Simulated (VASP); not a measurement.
Here is a VASP 6.6.1 calculation.

The input INCAR:

```
SYSTEM = Ge
  ALGO = Normal
  EDIFF = 1E-7
  ENCUT = 520
  GGA = PE
  ISIF = 2
  ISMEAR = 0
  LASPH = .TRUE.
  LCHARG = .FALSE.
  LREAL = .FALSE.
  LWAVE = .FALSE.
  NBANDS = 13
  NELM = 100
  PREC = Accurate
  SIGMA = 0.1
```

Contents of KPOINTS:

```
k-points
0
G
  24 24 20
  0 0 0
```

POSCAR

```
Ge
1.0
    2.8788862507      0.0000000000      0.0000000000
   -1.4394431253      2.4931886277      0.0000000000
    0.0000000000      0.0000000000      2.6932635590
Ge
1
Direct
    0.0000000000      0.0000000000      0.0000000000
```

Potentials or basis: VASP PAW PBE potentials, release 64 (Ge_d).

Run with:

```console
$ cat potpaw_PBE.64/Ge_d/POTCAR > POTCAR
$ mpirun -np 1 vasp_std > vasp.out
```

Problem. Predict the band gap on the k mesh.

Solution. Zero (band 7 reaches 13.13 eV, above the bottom of band 8 at 3.02 eV).

Problem. What does it give for the pressure?

Solution. 0.0 GPa.
